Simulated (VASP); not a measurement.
# Sb (Im-3m) in VASP: notebook, part 2 of 2

VASP 6.6.1.

## 3. Single point, PBE-based screened hybrid with 25 % exact exchange

File POSCAR:

```
Sb
1.0
   -1.8713408863      1.8713408863      1.8713408863
    1.8713408863     -1.8713408863      1.8713408863
    1.8713408863      1.8713408863     -1.8713408863
Sb
1
Direct
    0.0000000000      0.0000000000      0.0000000000
```

File INCAR.step1:

```
SYSTEM = Sb
  PREC = Accurate
  ENCUT = 400
  EDIFF = 1E-5
  ISMEAR = -1
  SIGMA = 0.05
  LREAL = .FALSE.
  LASPH = .TRUE.
  NELM = 120
  ALGO = Normal
  ISIF = 2
  LWAVE = .TRUE.
  LCHARG = .FALSE.
  NBANDS = 14
  GGA = PE
  GGA_COMPAT = .FALSE.
```

File INCAR.step2:

```
SYSTEM = Sb
  PREC = Accurate
  ENCUT = 400
  EDIFF = 1E-6
  ISMEAR = -1
  SIGMA = 0.05
  LREAL = .FALSE.
  LASPH = .TRUE.
  NELM = 120
  ALGO = Normal
  ISIF = 2
  LWAVE = .FALSE.
  LCHARG = .FALSE.
  GGA = PE
  LHFCALC = .TRUE.
  AEXX = 0.25
  HFSCREEN = 0.3
  PRECFOCK = Normal
  NBANDS = 14
  ISTART = 1
  GGA_COMPAT = .FALSE.
```

File KPOINTS:

```
regular mesh
0
G
  5 5 5
  0 0 0
```

Potentials or basis: VASP PAW PBE potentials, release 64 (Sb_d_GW).

On the command line:

```console
$ cat potpaw_PBE.64/Sb_d_GW/POTCAR > POTCAR
$ cp INCAR.step1 INCAR
$ mpirun -np 1 vasp_std > vasp.out
$ cp INCAR.step2 INCAR
$ mpirun -np 1 vasp_std > vasp.out
```

OUTCAR:

```text
SYSTEM = Sb
   PREC = Accurate
   ENCUT = 400
   EDIFF = 1E-6
   ISMEAR = -1
   LREAL = .FALSE.
   LASPH = .TRUE.
   NELM = 120
   ISIF = 2
   GGA = PE
   LHFCALC = .TRUE.
   AEXX = 0.25
   HFSCREEN = 0.3
   PRECFOCK = Normal
   ISTART = 1

 ion  position               nearest neighbor table
   1  0.000  0.000  0.000-

  LATTYP: Found a body centered cubic cell.
 ALAT       =     3.7426817726

  Lattice vectors:

 A1 = (  -1.8713408863,   1.8713408863,   1.8713408863)
 A2 = (   1.8713408863,  -1.8713408863,   1.8713408863)
 A3 = (   1.8713408863,   1.8713408863,  -1.8713408863)

Analysis of symmetry for initial positions (statically):
=====================================================================
 Subroutine PRICEL returns:
 Original cell was already a primitive cell.

 Routine SETGRP: Setting up the symmetry group for a
 body centered cubic supercell.

 Subroutine GETGRP returns: Found 48 space group operations
 (whereof 48 operations were pure point group operations)
 out of a pool of 48 trial point group operations.

The static configuration has the point symmetry O_h .

Analysis of symmetry for dynamics (positions and initial velocities):
=====================================================================
 Subroutine PRICEL returns:
 Original cell was already a primitive cell.

 Routine SETGRP: Setting up the symmetry group for a
 body centered cubic supercell.

 Subroutine GETGRP returns: Found 48 space group operations
 (whereof 48 operations were pure point group operations)
 out of a pool of 48 trial point group operations.

The dynamic configuration has the point symmetry O_h .

 Subroutine INISYM returns: Found 48 space group operations
 (whereof 48 operations are pure point group operations),
 and found     1 'primitive' translations

----------------------------------------------------------------------------------------

                                     Primitive cell

  volume of cell :      26.2131

  direct lattice vectors                    reciprocal lattice vectors
    -1.871340886  1.871340886  1.871340886     0.000000000  0.267188092  0.267188092
     1.871340886 -1.871340886  1.871340886     0.267188092  0.000000000  0.267188092
     1.871340886  1.871340886 -1.871340886     0.267188092  0.267188092  0.000000000

  length of vectors
     3.241257493  3.241257493  3.241257493     0.377861023  0.377861023  0.377861023

  position of ions in fractional coordinates (direct lattice)
     0.000000000  0.000000000  0.000000000

  ion indices of the primitive-cell ions
   primitive index   ion index
                 1           1

----------------------------------------------------------------------------------------

 KPOINTS: regular mesh

Automatic generation of k-mesh.
 Grid dimensions read from file:
 generate k-points for:    5    5    5

 Generating k-lattice:

  Cartesian coordinates                     Fractional coordinates (reciprocal lattice)
     0.000000000  0.053437618  0.053437618     0.200000000  0.000000000  0.000000000
     0.053437618  0.000000000  0.053437618     0.000000000  0.200000000  0.000000000
[... 29 lines left out ...]
   dimension x,y,z NGXF=    48 NGYF=   48 NGZF=   48
   ions per type =               1
   NGX,Y,Z   is equivalent  to a cutoff of  12.31, 12.31, 12.31 a.u.
   NGXF,Y,Z  is equivalent  to a cutoff of  24.62, 24.62, 24.62 a.u.
 SYSTEM =  Sb
   PREC   = accura    normal or accurate (medium, high low for compatibility)
   ISTART =      1    job   : 0-new  1-cont  2-samecut
   ICHARG =      0    charge: 1-file 2-atom 10-const
   ISPIN  =      1    spin polarized calculation?
   LNONCOLLINEAR =      F non collinear calculations
   LSORBIT =      F    spin-orbit coupling
   LASPH  =      T    aspherical Exc in radial PAW
   ENCUT  =  400.0 eV  29.40 Ry    5.42 a.u.   5.29  5.29  5.29*2*pi/ulx,y,z
   NELM   =    120;   NELMIN=  2; NELMDL=  0     # of ELM steps
   EDIFF  = 0.1E-05   stopping-criterion for ELM
   LREAL  =      F    real-space projection
   EDIFFG = 0.1E-04   stopping-criterion for IOM
   NSW    =      0    number of steps for IOM
   IBRION =     -1    ionic relax: 0-MD 1-quasi-New 2-CG
   NFREE  =      0    steps in history (QN), initial steepest desc. (CG)
   ISIF   =      2    stress and relaxation
   ISYM   =      3    0-nonsym 1-usesym 2-fastsym
   POTIM  = 0.5000    time-step for ionic-motion
   TEBEG  =    0.0;   TEEND  =   0.0 temperature during run
   PSTRESS=    0.0 pullay stress
   NELECT =      15.0000    total number of electrons
   NUPDOWN=      -1.0000    fix difference up-down
   EMIN   =  10.00;   EMAX   =-10.00  energy-range for DOS
   EFERMI =   0.00;   METHOD = LEGACY
   ISMEAR =    -1;   SIGMA  =   0.05  broadening in eV -4-tet -1-fermi 0-gaus
   EFERMI_NEDOS =   21; number of points for ismear=-14 and -15
   IALGO  =     38    algorithm
   IMIX   =      1    mixing-type and parameters
     AMIX     =   0.40;   BMIX     =  1.00
     AMIX_MAG =   1.60;   BMIX_MAG =  1.00
  volume/ion in A,a.u.               =      26.21       176.89
  Fermi-wavevector in a.u.,A,eV,Ry     =   1.359145  2.568411 25.133691  1.847274
  Thomas-Fermi vector in A             =   2.485918
   LORBIT       =      0    0 simple, 1 ext, 2 COOP (PROOUT), +10 PAW based schemes
   GGA     = PE    functional components
   LHFCALC =     T    Hartree Fock is set to
   PRECFOCK=normal    Normal, Fast or Accurate (Low or Medium for compatibility)
   ENCUT4O =  -1.0   cutoff for four orbital integrals eV
   NKREDX  =     1    reduce k-point grid by
   NKREDY  =     1    reduce k-point grid by
   NKREDZ  =     1    reduce k-point grid by
   AEXX    =    0.2500 exact exchange contribution
   HFSCREEN=    0.3000 screening length (either q_TF or 0.3 A-1)
   HFSCREENC=   0.3000 screening length for correlation (either q_TF or 0.3 A-1)
   ENCUTFOCK=  -1.0 apply spherical cutoff to Coloumb kernel
   IVDW    =     0    specifies the selected vdW correction
   LEPSILON=     F    determine dielectric tensor
   LRPA    =     F    only Hartree local field effects (RPA)
 non-spin polarized calculation
  energy-cutoff  :      400.00
  volume of cell :       26.21
 maximum number of plane-waves:       482
 NGX is ok and might be reduce to    24
  NGX = 16; NGY = 16; NGZ = 16

 number of electron      14.9999987 magnetization

 Free energy of the ion-electron system (eV)
  ---------------------------------------------------
  ext. energy  EPLUGINS =         0.00000000
  ---------------------------------------------------
  free energy    TOTEN  =        -4.43724031 eV

  energy without entropy =       -4.41097676  energy(sigma->0) =       -4.42410854

 E-fermi :   6.6276     XC(G=0):  -9.0515

 val. band max:        4.9357612632   @ k =   0.2000   0.2000   0.2000
 cond. band min:       6.6293730440   @ k =   0.2000   0.2000   0.0000
 fundamental gap:      1.6936117808
 Fermi energy:         6.6275812386

 k-point     1 :       0.0000    0.0000    0.0000
  band No.  band energies     occupation
      1     -25.1808      2.00000
      2     -25.1808      2.00000
      3     -25.1808      2.00000
      4     -25.0950      2.00000
      5     -25.0950      2.00000
      6      -7.8854      2.00000
      7      12.7918      0.00000
      8      12.7918      0.00000
      9      12.7918      0.00000
     10      18.5605      0.00000
     11      18.5605      0.00000
     12      18.5605      0.00000
     13      18.9213      0.00000
     14      18.9213      0.00000
[... 139 lines left out ...]
      1     -25.1739      2.00000
      2     -25.1661      2.00000
      3     -25.0731      2.00000
      4     -25.0731      2.00000
      5     -25.0704      2.00000
      6      -0.9123      2.00000
      7       4.4412      2.00000
      8       4.7345      2.00000
      9       4.7346      2.00000
     10      10.0663      0.00000
     11      12.3017      0.00000
     12      23.3381      0.00000
     13      24.3530      0.00000
     14      24.3530      0.00000

------------------------ aborting loop because EDIFF is reached ----------------------------------------

  FORCE on cell =-STRESS in cart. coord.  units (eV):
  Direction    XX          YY          ZZ          XY          YZ          ZX
  --------------------------------------------------------------------------------------
  -------------------------------------------------------------------------------------
  Total       -0.1829746     -0.1829746     -0.1829746     -0.0000000      0.0000000      0.0000000
  in kB      -11.1836261    -11.1836261    -11.1836261     -0.0000000      0.0000000      0.0000000
  external PRESSURE =     -11.1836261 kB  Pullay stress =       0.0000000 kB

 VOLUME and BASIS-vectors are now :
 -----------------------------------------------------------------------------
  energy-cutoff  :      400.00
  volume of cell :       26.21
      direct lattice vectors                 reciprocal lattice vectors
    -1.871340886  1.871340886  1.871340886     0.000000000  0.267188092  0.267188092
     1.871340886 -1.871340886  1.871340886     0.267188092  0.000000000  0.267188092
     1.871340886  1.871340886 -1.871340886     0.267188092  0.267188092  0.000000000

 POSITION                                       TOTAL-FORCE (eV/Angst)
 -----------------------------------------------------------------------------------
      0.00000      0.00000      0.00000        -0.000000     -0.000000     -0.000000
 -----------------------------------------------------------------------------------
    total drift:                                0.000001      0.000000     -0.000002

  FREE ENERGIE OF THE ION-ELECTRON SYSTEM (eV)
  ---------------------------------------------------
  free  energy   TOTEN  =        -4.4372403147 eV

  energy  without entropy=       -4.4109767628  energy(sigma->0) =       -4.42410854
```

It took 2.3 min on 1 thread of AMD EPYC 9R45 (Zen 5), shared host; peak memory 0.22 GiB.

What came out:

```yaml
Free_energy: -4.4372 eV
Pressure: -1.1 GPa
Band_gap_on_the_k_mesh: zero (an odd number of electrons rules out a gap without spin polarisation)
```

Caveat: the k points lie up to 0.47 Å⁻¹ apart, too coarse for converged energies and pressures of a metal; the PAW data sets were made with another functional, which shifts forces and pressure a little; spin-orbit coupling is left out, which moves the levels of the heavy elements; an odd number of electrons without spin polarisation forces a metal; a magnetic or distorted state may lie lower.

## 4. Single point, PBEsol-based global hybrid with 25 % exact exchange

POSCAR is that of step 3.

File INCAR.step1:

```
PREC = Accurate
ENCUT = 400
EDIFF = 1E-5
ISMEAR = -1
SIGMA = 0.05
LREAL = False
LASPH = True
NELM = 120
ALGO = Normal
ISIF = 2
LWAVE = True
LCHARG = False
NBANDS = 14
GGA = PE
GGA_COMPAT = False
```

File INCAR.step2:

```
PREC = Accurate
ENCUT = 400
EDIFF = 1E-6
ISMEAR = -1
SIGMA = 0.05
LREAL = False
LASPH = True
NELM = 120
ALGO = Normal
ISIF = 2
LWAVE = False
LCHARG = False
GGA = PS
LHFCALC = True
AEXX = 0.25
PRECFOCK = Normal
NBANDS = 14
ISTART = 1
GGA_COMPAT = False
```

File KPOINTS:

```
regular mesh
0
Gamma
  5 5 5
```

On the command line:

```console
$ cat potpaw_PBE.64/Sb_d_GW/POTCAR > POTCAR
$ cp INCAR.step1 INCAR
$ mpirun -np 1 vasp_std > vasp.out
$ cp INCAR.step2 INCAR
$ mpirun -np 1 vasp_std > vasp.out
```

It took 3.7 min on 1 thread of Intel Xeon Platinum 8488C (Sapphire Rapids), shared host; peak memory 0.14 GiB.

The run converged. Its results:

```yaml
Free_energy: -5.4709 eV
Pressure: -4.6 GPa
Band_gap_on_the_k_mesh: zero (an odd number of electrons rules out a gap without spin polarisation)
```

Levels at points of the mesh, in eV from the Fermi level:
```csv
k point,band 4,band 5,band 6,band 7,band 8,band 9,band 10,band 11
"(0.00, 0.00, 0.00)",-32.12,-32.12,-15.02,6.84,6.84,6.84,12.67,12.67
```

Caveat: the k points lie up to 0.47 Å⁻¹ apart, too coarse for converged energies and pressures of a metal; the PAW data sets were made with another functional, which shifts forces and pressure a little; spin-orbit coupling is left out, which moves the levels of the heavy elements; an odd number of electrons without spin polarisation forces a metal; a magnetic or distorted state may lie lower.

## 5. The runs side by side

| level | screening parameter | gap on the mesh (eV) | pressure (GPa) |
| --- | --- | --- | --- |
| PBE-based screened hybrid with 25 % exact exchange | 0.2 1/Å | none | -1.4 |
| PBE-based screened hybrid with 25 % exact exchange | 0.3 1/Å | none | -1.1 |
| PBEsol-based global hybrid with 25 % exact exchange | - | none | -4.6 |

Alike in all rows: task single point; potentials or basis VASP PAW PBE potentials, release 64 (Sb_d_GW); no spin polarisation; cell as given; k mesh 5 × 5 × 5; cutoff (eV) 400; smearing fermi-dirac 0.05 eV.

Caveats: all runs use coarse meshes; the PAW data sets were made with another functional, which shifts forces and pressure a little; spin-orbit coupling is left out, which moves the levels of the heavy elements; an odd number of electrons without spin polarisation forces a metal; a magnetic or distorted state may lie lower.

Total energies depend on the potentials used, so only differences within one code and one set of settings carry meaning.

The gap in the log of VASP goes by the Fermi energy; the results here count the filled bands.